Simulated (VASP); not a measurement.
## CO2: single point with PBEsol

CO2:

```
C O
1.0
     2.35975   -2.16354    0.00000
     2.35975    2.16354    0.00000
     0.00000    0.00000    6.01062
C O
2 4
Direct
  0.00000 0.00000 0.00000
  0.50000 0.50000 0.50000
  0.78444 0.21556 0.88455
  0.21556 0.78444 0.11545
  0.71556 0.28444 0.38455
  0.28444 0.71556 0.61545
```

- Program: VASP 6.6.1
- Task: single point
- Functional: PBEsol
- Potentials or basis: VASP PAW PBE potentials, release 64 (C, O)
- Cutoff: 520 eV
- k mesh: 8 × 8 × 4
- Occupations: gaussian, width 0.01 eV
- Spin: no spin polarisation
- Dipole correction: no
- Further INCAR settings: ALGO = Normal; EDIFF = 1e-06; NBANDS = 25

```json
{
  "Pressure": "11.5 GPa",
  "Largest force": "0.726 eV/Å",
  "Band gap on the k mesh": "6.02 eV, indirect (least direct gap 7.05 eV)"
}
```

Forces in eV/Å, atoms in the order of the input:
```
C    0.000  0.000  0.000
C    0.000  0.000  0.000
O    0.000  0.583 -0.432
O    0.000 -0.583  0.432
O    0.000 -0.583 -0.432
O    0.000  0.583  0.432
```

Stress tensor (GPa, compression positive):
```
 8.57  0.00  0.00
 0.00 14.21  0.00
 0.00  0.00 11.58
```

Levels at points of the mesh, in eV from the valence-band top:
| k point | band 14 | band 15 | band 16 | band 17 | band 18 | band 19 |
| --- | --- | --- | --- | --- | --- | --- |
| (0.00, 0.00, 0.00) | -1.74 | -1.08 | -1.03 | 6.02 | 6.85 | 6.91 |
| (0.50, 0.00, 0.00) | -1.21 | -0.47 | -0.47 | 6.83 | 6.83 | 8.52 |
| (0.50, 0.50, 0.00) | -1.35 | -0.69 | 0.00 | 7.22 | 8.98 | 9.15 |
| (0.00, 0.00, 0.50) | -1.38 | -1.37 | -1.37 | 6.56 | 6.56 | 7.69 |
| (0.50, 0.00, 0.50) | -1.35 | -0.41 | -0.41 | 6.99 | 6.99 | 8.61 |
| (0.50, 0.50, 0.50) | -1.35 | -0.62 | -0.62 | 8.24 | 8.24 | 9.05 |

It took 37 s on 1 thread of Intel(R) Xeon(R) Platinum 8488C (Sapphire Rapids), on a shared host, peak memory 0.2 GiB.

Caveat: the PAW data sets were made with another functional, which shifts forces and pressure a little. A k mesh can miss the band edges.
